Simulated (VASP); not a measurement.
# BiB (Fm-3m) in VASP: further runs

Aim: see how the results for BiB move with the level of theory and the settings. Levels: PBEsol+D4, PBEsol+D3(BJ), PBEsol. Tasks: single point.

All numbers are computed with VASP 6.6.1; they aren't measurements. Logs are shortened: lines on timing, memory, paths and dates and some standing lists are left out, and cuts for length are marked.

### 1 The cell of the first run

It takes space group Fm-3m (No. 225, cubic). Conventional cell: a = 5.254 Å, b = 5.254 Å, c = 5.254 Å, α = 90.00°, β = 90.00°, γ = 90.00°. B (site symmetry m-3m) has 6 Bi at 2.63 Å within 3.5 Å. Within 3.5 Å of Bi (site symmetry m-3m) lie 6 B at 2.63 Å.

### 2 Single point, PBEsol+D4

The input, INCAR:

```
PREC = Accurate
ENCUT = 500
EDIFF = 1E-6
ISMEAR = -1
SIGMA = 0.02
LREAL = False
LASPH = True
NELM = 120
ALGO = Normal
ISIF = 2
LWAVE = False
LCHARG = True
GGA = PS
IVDW = 13
LELF = True
LVHAR = True
NBANDS = 16
GGA_COMPAT = False
```

The input, KPOINTS:

```
Automatic mesh
0
Gamma
  6 6 6
```

The input, POSCAR:

```
BiB
1.0
    0.0000000000      2.6268329274      2.6268329274
    2.6268329274      0.0000000000      2.6268329274
    2.6268329274      2.6268329274      0.0000000000
B Bi
1 1
Direct
    0.0000000000      0.0000000000      0.0000000000
    0.5000000000      0.5000000000      0.5000000000
```

Potentials or basis: VASP PAW PBE potentials, release 64 (B, Bi_d).

On the command line:

```bash
$ cat potpaw_PBE.64/B/POTCAR potpaw_PBE.64/Bi_d/POTCAR > POTCAR
$ mpirun -np 1 vasp_std > vasp.out
```

OUTCAR:

```text
PREC = Accurate
   ENCUT = 500
   EDIFF = 1E-6
   ISMEAR = -1
   LREAL = False
   LASPH = True
   NELM = 120
   ISIF = 2
   GGA = PS
   IVDW = 13

 ion  position               nearest neighbor table
   1  0.000  0.000  0.000-   2 2.63   2 2.63   2 2.63   2 2.63   2 2.63   2 2.63
   2  0.500  0.500  0.500-   1 2.63   1 2.63   1 2.63   1 2.63   1 2.63   1 2.63

  LATTYP: Found a face centered cubic cell.
 ALAT       =     5.2536658548

  Lattice vectors:

 A1 = (   0.0000000000,   2.6268329274,   2.6268329274)
 A2 = (   2.6268329274,   0.0000000000,   2.6268329274)
 A3 = (   2.6268329274,   2.6268329274,   0.0000000000)

Analysis of symmetry for initial positions (statically):
=====================================================================
 Subroutine PRICEL returns:
 Original cell was already a primitive cell.

 Routine SETGRP: Setting up the symmetry group for a
 face centered cubic supercell.

 Subroutine GETGRP returns: Found 48 space group operations
 (whereof 48 operations were pure point group operations)
 out of a pool of 48 trial point group operations.

The static configuration has the point symmetry O_h .

Analysis of symmetry for dynamics (positions and initial velocities):
=====================================================================
 Subroutine PRICEL returns:
 Original cell was already a primitive cell.

 Routine SETGRP: Setting up the symmetry group for a
 face centered cubic supercell.

 Subroutine GETGRP returns: Found 48 space group operations
 (whereof 48 operations were pure point group operations)
 out of a pool of 48 trial point group operations.

The dynamic configuration has the point symmetry O_h .

 Subroutine INISYM returns: Found 48 space group operations
 (whereof 48 operations are pure point group operations),
 and found     1 'primitive' translations

----------------------------------------------------------------------------------------

                                     Primitive cell

  volume of cell :      36.2516

  direct lattice vectors                    reciprocal lattice vectors
     0.000000000  2.626832927  2.626832927    -0.190343282  0.190343282  0.190343282
     2.626832927  0.000000000  2.626832927     0.190343282 -0.190343282  0.190343282
     2.626832927  2.626832927  0.000000000     0.190343282  0.190343282 -0.190343282

  length of vectors
     3.714902752  3.714902752  3.714902752     0.329684235  0.329684235  0.329684235

  position of ions in fractional coordinates (direct lattice)
     0.000000000  0.000000000  0.000000000
     0.500000000  0.500000000  0.500000000

  ion indices of the primitive-cell ions
   primitive index   ion index
                 1           1
                 2           2

----------------------------------------------------------------------------------------

 KPOINTS: Automatic mesh

Automatic generation of k-mesh.
 Grid dimensions read from file:
 generate k-points for:    6    6    6

 Generating k-lattice:

  Cartesian coordinates                     Fractional coordinates (reciprocal lattice)
    -0.031723880  0.031723880  0.031723880     0.166666667  0.000000000  0.000000000
     0.031723880 -0.031723880  0.031723880     0.000000000  0.166666667  0.000000000
     0.031723880  0.031723880 -0.031723880     0.000000000  0.000000000  0.166666667

  Length of vectors
     0.054947372  0.054947372  0.054947372

  Shift w.r.t. Gamma in fractional coordinates (k-lattice)
     0.000000000  0.000000000  0.000000000

 Subroutine IBZKPT returns following result:
 ===========================================

 Found     16 irreducible k-points:

 Following reciprocal coordinates:
            Coordinates               Weight
  0.000000  0.000000  0.000000      1.000000
  0.166667  0.000000  0.000000      8.000000
  0.333333  0.000000  0.000000      8.000000
  0.500000  0.000000  0.000000      4.000000
  0.166667  0.166667  0.000000      6.000000
  0.333333  0.166667  0.000000     24.000000
[... 8 lines left out ...]
 -0.333333  0.333333  0.166667     24.000000
 -0.333333  0.500000  0.166667     12.000000
   k-points           NKPTS =     16   k-points in BZ     NKDIM =     16   number of bands    NBANDS=     16
   number of dos      NEDOS =    301   number of ions     NIONS =      2
   total plane-waves  NPLWV =  21952
   dimension x,y,z NGX =    28 NGY =   28 NGZ =   28
   dimension x,y,z NGXF=    56 NGYF=   56 NGZF=   56
   ions per type =               1   1
   NGX,Y,Z   is equivalent  to a cutoff of  12.53, 12.53, 12.53 a.u.
   NGXF,Y,Z  is equivalent  to a cutoff of  25.06, 25.06, 25.06 a.u.
 SYSTEM =  unknown system
   PREC   = accura    normal or accurate (medium, high low for compatibility)
   ISTART =      0    job   : 0-new  1-cont  2-samecut
   ICHARG =      2    charge: 1-file 2-atom 10-const
   ISPIN  =      1    spin polarized calculation?
   LNONCOLLINEAR =      F non collinear calculations
   LSORBIT =      F    spin-orbit coupling
   LASPH  =      T    aspherical Exc in radial PAW
   ENCUT  =  500.0 eV  36.75 Ry    6.06 a.u.   6.77  6.77  6.77*2*pi/ulx,y,z
   NELM   =    120;   NELMIN=  2; NELMDL= -5     # of ELM steps
   EDIFF  = 0.1E-05   stopping-criterion for ELM
   LREAL  =      F    real-space projection
   EDIFFG = 0.1E-04   stopping-criterion for IOM
   NSW    =      0    number of steps for IOM
   IBRION =     -1    ionic relax: 0-MD 1-quasi-New 2-CG
   NFREE  =      0    steps in history (QN), initial steepest desc. (CG)
   ISIF   =      2    stress and relaxation
   ISYM   =      2    0-nonsym 1-usesym 2-fastsym
   POTIM  = 0.5000    time-step for ionic-motion
   TEBEG  =    0.0;   TEEND  =   0.0 temperature during run
   PSTRESS=    0.0 pullay stress
   NELECT =      18.0000    total number of electrons
   NUPDOWN=      -1.0000    fix difference up-down
   EMIN   =  10.00;   EMAX   =-10.00  energy-range for DOS
   EFERMI =   0.00;   METHOD = LEGACY
   ISMEAR =    -1;   SIGMA  =   0.02  broadening in eV -4-tet -1-fermi 0-gaus
   EFERMI_NEDOS =   21; number of points for ismear=-14 and -15
   IALGO  =     38    algorithm
   IMIX   =      4    mixing-type and parameters
     AMIX     =   0.40;   BMIX     =  1.00
     AMIX_MAG =   1.60;   BMIX_MAG =  1.00
  volume/ion in A,a.u.               =      18.13       122.32
  Fermi-wavevector in a.u.,A,eV,Ry     =   1.296353  2.449752 22.865007  1.680531
  Thomas-Fermi vector in A             =   2.427815
   LORBIT       =      0    0 simple, 1 ext, 2 COOP (PROOUT), +10 PAW based schemes
   GGA     = PS    functional components
   LHFCALC =     F    Hartree Fock is set to
   AEXX    =    0.0000 exact exchange contribution
   IVDW    =    13    specifies the selected vdW correction
   LEPSILON=     F    determine dielectric tensor
   LRPA    =     F    only Hartree local field effects (RPA)
 non-spin polarized calculation
  energy-cutoff  :      500.00
  volume of cell :       36.25
 maximum number of plane-waves:       941
   NGX = 13   NGY = 13   NGZ = 13

 number of electron      18.0000003 magnetization

 Free energy of the ion-electron system (eV)
  ---------------------------------------------------
  ext. energy  EPLUGINS =         0.00000000
  ---------------------------------------------------
  free energy    TOTEN  =        -9.01115424 eV

  energy without entropy =       -9.00909781  energy(sigma->0) =       -9.01012603

 E-fermi :   8.1587     XC(G=0): -11.1136

 val. band max:        8.0588359383   @ k =   0.0000   0.0000   0.0000
 cond. band min:       8.1636179489   @ k =   0.1667   0.0000   0.0000
 fundamental gap:      0.1047820107
 Fermi energy:         8.1586900702

 k-point     1 :       0.0000    0.0000    0.0000
  band No.  band energies     occupation
      1     -14.6099      2.00000
      2     -14.6099      2.00000
      3     -14.6099      2.00000
      4     -14.5796      2.00000
      5     -14.5796      2.00000
      6      -6.0948      2.00000
[... 8 lines left out ...]
     15      16.5347      0.00000
     16      16.5347      0.00000

 k-point     2 :       0.1667    0.0000    0.0000
  band No.  band energies     occupation
      1     -14.6077      2.00000
      2     -14.6033      2.00000
      3     -14.6033      2.00000
      4     -14.5761      2.00000
      5     -14.5761      2.00000
      6      -5.6647      2.00000
[... 8 lines left out ...]
     15      17.3464      0.00000
     16      17.3464      0.00000

 k-point     3 :       0.3333    0.0000    0.0000
  band No.  band energies     occupation
      1     -14.6174      2.00000
      2     -14.6174      2.00000
      3     -14.6044      2.00000
      4     -14.5420      2.00000
      5     -14.5420      2.00000
      6      -4.4418      2.00000
[... 8 lines left out ...]
     15      19.3135      0.00000
     16      19.3135      0.00000

 k-point     4 :       0.5000    0.0000    0.0000
  band No.  band energies     occupation
      1     -14.6266      2.00000
      2     -14.6266      2.00000
      3     -14.6034      2.00000
      4     -14.5224      2.00000
      5     -14.5224      2.00000
      6      -3.2665      2.00000
[... 8 lines left out ...]
     15      21.6367      0.00000
     16      21.6367      0.00000
[... 172 lines left out ...]
 k-point    14 :       0.5000    0.3333    0.1667
  band No.  band energies     occupation
      1     -14.6333      2.00000
      2     -14.6122      2.00000
      3     -14.5827      2.00000
      4     -14.5340      2.00000
      5     -14.5316      2.00000
      6      -3.4326      2.00000
[... 8 lines left out ...]
     15      20.9853      0.00000
     16      21.3884      0.00000

 k-point    15 :      -0.3333    0.3333    0.1667
  band No.  band energies     occupation
      1     -14.6368      2.00000
      2     -14.5936      2.00000
      3     -14.5684      2.00000
      4     -14.5657      2.00000
      5     -14.5152      2.00000
      6      -2.4816      2.00000
[... 8 lines left out ...]
     15      18.3928      0.00000
     16      22.4441      0.00000

 k-point    16 :      -0.3333    0.5000    0.1667
  band No.  band energies     occupation
      1     -14.6499      2.00000
      2     -14.6193      2.00000
      3     -14.5572      2.00000
      4     -14.5425      2.00000
      5     -14.5025      2.00000
      6      -2.1602      2.00000
[... 8 lines left out ...]
     15      20.2221      0.00000
     16      24.5019      0.00000

------------------------ aborting loop because EDIFF is reached ----------------------------------------

  DFT-D4 for vdW energy calculation

  Edisp (eV):   -0.50015

  FORCE on cell =-STRESS in cart. coord.  units (eV):
  Direction    XX          YY          ZZ          XY          YZ          ZX
  --------------------------------------------------------------------------------------
  -------------------------------------------------------------------------------------
  Total      -0.97525    -0.97525    -0.97525     0.00000     0.00000     0.00000
  in kB     -43.10220   -43.10220   -43.10220     0.00000     0.00000     0.00000
  external pressure =      -43.10 kB  Pullay stress =        0.00 kB

 VOLUME and BASIS-vectors are now :
 -----------------------------------------------------------------------------
  energy-cutoff  :      500.00
  volume of cell :       36.25
      direct lattice vectors                 reciprocal lattice vectors
     0.000000000  2.626832927  2.626832927    -0.190343282  0.190343282  0.190343282
     2.626832927  0.000000000  2.626832927     0.190343282 -0.190343282  0.190343282
     2.626832927  2.626832927  0.000000000     0.190343282  0.190343282 -0.190343282

 POSITION                                       TOTAL-FORCE (eV/Angst)
 -----------------------------------------------------------------------------------
      0.00000      0.00000      0.00000        -0.000000      0.000000     -0.000000
      2.62683      2.62683      2.62683         0.000000     -0.000000      0.000000
 -----------------------------------------------------------------------------------
    total drift:                                0.000000      0.000000      0.000000

  FREE ENERGIE OF THE ION-ELECTRON SYSTEM (eV)
  ---------------------------------------------------
  free  energy   TOTEN  =        -9.5113091975 eV

  energy  without entropy=       -9.5092527757  energy(sigma->0) =       -9.51028099
```

Wall time 8.4 s (1 thread of Intel Xeon Platinum 8488C (Sapphire Rapids), shared host); peak memory 0.15 GiB.

Results:

- Free energy: -9.5113 eV
- Pressure: -4.3 GPa
- Band gap on the k mesh: zero (bands 9 and 10 overlap by 4.08 eV)
- Dispersion energy per atom: -0.250 eV

Caveat: the cell stands under tension; the PAW data sets were made with another functional, which shifts forces and pressure a little; spin-orbit coupling is left out, which moves the levels of the heavy elements.

### 3 Single point, PBEsol+D3(BJ)

The input, INCAR:

```
ALGO = Normal
EDIFF = 1E-6
ENCUT = 500
GGA = PS
GGA_COMPAT = False
ISIF = 2
ISMEAR = -1
IVDW = 12
LASPH = True
LCHARG = False
LREAL = False
LWAVE = False
NBANDS = 16
NELM = 120
PREC = Accurate
SIGMA = 0.02
```

The input, KPOINTS:

```
k-points
0
Gamma
  6 6 6
```

POSCAR is that of step 2.

Potentials or basis: VASP PAW PBE potentials, release 64 (B, Bi_d).

On the command line:

```bash
$ cat potpaw_PBE.64/B/POTCAR potpaw_PBE.64/Bi_d/POTCAR > POTCAR
$ mpirun -np 1 vasp_std > vasp.out
```

Run time: 11 s. Hardware: 1 thread of Intel Xeon Platinum 8488C (Sapphire Rapids), shared host; peak memory 0.16 GiB.

The run converged. Its results:

* Free energy: -9.7296 eV
* Pressure: -5.4 GPa
* Band gap on the k mesh: zero (bands 9 and 10 overlap by 4.08 eV)
* Dispersion energy per atom: -0.359 eV

Levels at points of the mesh, in eV from the Fermi level:
| k point | band 6 | band 7 | band 8 | band 9 | band 10 | band 11 | band 12 | band 13 |
| --- | --- | --- | --- | --- | --- | --- | --- | --- |
| (0.00, 0.00, 0.00) | -14.25 | -0.10 | -0.10 | -0.10 | 0.14 | 6.57 | 6.57 | 6.57 |
| (0.50, 0.00, 0.00) | -11.43 | -8.38 | 1.04 | 1.04 | 1.83 | 1.83 | 2.80 | 2.83 |
| (0.50, 0.50, 0.00) | -10.48 | -6.24 | -4.02 | -2.94 | -2.94 | 3.92 | 8.46 | 8.46 |

Caveat: the cell stands under tension; the PAW data sets were made with another functional, which shifts forces and pressure a little; spin-orbit coupling is left out, which moves the levels of the heavy elements.

### 4 Single point, PBEsol, collinear spin, zero start

The input, INCAR:

```
SYSTEM = BiB
ALGO = Normal
EDIFF = 1E-6
ENCUT = 500
GGA = PS
GGA_COMPAT = .False.
ISIF = 2
ISMEAR = -1
ISPIN = 2
LASPH = .True.
LCHARG = .False.
LORBIT = 11
LREAL = .False.
LWAVE = .False.
MAGMOM = 0 0
NBANDS = 20
NELM = 200
PREC = Accurate
SIGMA = 0.02
```

The input, KPOINTS:

```
k-points
0
Gamma
  6 6 6
  0 0 0
```

POSCAR is that of step 3.

On the command line:

```bash
$ cat potpaw_PBE.64/B/POTCAR potpaw_PBE.64/Bi_d/POTCAR > POTCAR
$ mpirun -np 1 vasp_std > vasp.out
```

Wall time 21 s (1 thread of Intel Xeon Platinum 8488C (Sapphire Rapids), shared host); peak memory 0.17 GiB.

It converged, with:

| Item | Value |
| --- | --- |
| Free energy | -9.0112 eV |
| Pressure | -2.1 GPa |
| Band gap on the k mesh | zero (filled and empty bands overlap) |
| Net moment | 0.00 μB per cell |
| Valence electrons inside the program's atomic spheres | B 1.56; Bi 12.80 |

Levels at points of the mesh, in eV from the Fermi level:
Spin up:
```
           k point  band 6  band 7  band 8  band 9  band 10  band 11  band 12  band 13
(0.00, 0.00, 0.00)  -14.25   -0.10   -0.10   -0.10     0.14     6.57     6.57     6.57
(0.50, 0.00, 0.00)  -11.43   -8.38    1.04    1.04     1.83     1.83     2.80     2.83
(0.50, 0.50, 0.00)  -10.48   -6.24   -4.02   -2.94    -2.94     3.92     8.46     8.46
```
Spin down:
| k point | band 7 | band 8 | band 9 | band 10 | band 11 | band 12 |
| --- | --- | --- | --- | --- | --- | --- |
| (0.00, 0.00, 0.00) | -0.10 | -0.10 | -0.10 | 0.14 | 6.57 | 6.57 |
| (0.50, 0.00, 0.00) | -8.38 | 1.04 | 1.04 | 1.83 | 1.83 | 2.80 |
| (0.50, 0.50, 0.00) | -6.24 | -4.02 | -2.94 | -2.94 | 3.92 | 8.46 |

Caveat: the PAW data sets were made with another functional, which shifts forces and pressure a little; spin-orbit coupling is left out, which moves the levels of the heavy elements.

### 5 The runs side by side

| level | spin | gap on the mesh (eV) | pressure (GPa) |
| --- | --- | --- | --- |
| PBEsol+D4 | off | none | -4.3 |
| PBEsol+D3(BJ) | off | none | -5.4 |
| PBEsol | collinear, zero start | none | -2.1 |

Alike in all rows: task single point; potentials or basis VASP PAW PBE potentials, release 64 (B, Bi_d); cell as given; k mesh 6 × 6 × 6; cutoff (eV) 500; smearing fermi-dirac 0.02 eV.

The pressure there spans -5.4 GPa (PBEsol+D3(BJ)) to -2.1 GPa (PBEsol); a positive pressure means that this level wants a larger cell, a negative one a smaller.

Caveats: the PAW data sets were made with another functional, which shifts forces and pressure a little; spin-orbit coupling is left out, which moves the levels of the heavy elements; the cell stands under tension (at least some runs).

Absolute energies hang on the potentials; compare differences alone.
